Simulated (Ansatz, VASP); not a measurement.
**LaH3: VASP beside Ansatz**

```
La H
1.0
     0.02786    2.80041    2.80041
     2.80041    0.02786    2.80041
     2.80041    2.80041    0.02786
La H
1 3
Direct
  0.00000 0.00000 0.00000
  0.50000 0.50000 0.50000
  0.75000 0.75000 0.75000
  0.25000 0.25000 0.25000
```

Alike in both runs: task single point; functional r2SCAN; k mesh 11 × 11 × 11; occupations fermi-dirac, width 0.1 eV; no spin polarisation.

```csv
,VASP,Ansatz
version,VASP 6.6.1,Ansatz 0.2.0
potentials or method,"VASP PAW PBE potentials, release 64 (La, H), cutoff 520 eV","plane waves, PAW"
valence electrons in the cell,14,14
```

```tsv
	VASP	Ansatz	Ansatz less VASP
pressure (GPa)	-0.4	0.0	+0.35
traceless stress, the component that is largest in VASP (GPa)	-0.84	-0.84	-0.003
```

VASP's potentials were made for PBE, not for r2SCAN.

Spin-orbit coupling is off throughout.
